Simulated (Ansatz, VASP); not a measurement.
**Two plane-wave programs on Be**

```
CELL_PARAMETERS angstrom
2.23274 0.00000 0.00000
0.00000 2.23274 0.00000
0.00000 0.00000 2.06565
ATOMIC_POSITIONS crystal
Be 0.50000 0.50000 0.00000
```

Alike in both runs: functional revPBE; k mesh 12 × 12 × 13; occupations fermi-dirac, width 0.05 eV; no spin polarisation.

```csv
,VASP,Ansatz
version,VASP 6.6.1,Ansatz 0.2.0
potentials or method,"VASP PAW PBE potentials, release 64 (Be)",Ansatz PAW
plane-wave cutoff (eV),520,420
valence electrons in the cell,2,2
task,single point,band structure
```

Ansatz gave:

```
gap on the k mesh at the Fermi level (eV)                     : none
pressure (GPa)                                                : 1.8
traceless stress, the component that is largest in VASP (GPa) : -0.63
```

Q: Which values does VASP return?

A: gap on the k mesh at the Fermi level (eV): none; pressure (GPa): 1.8; traceless stress, the component that is largest in VASP (GPa): -0.44.

VASP's potentials were made for PBE, not for revPBE. A gap of «none» marks a metal or a gap that the smearing closes.
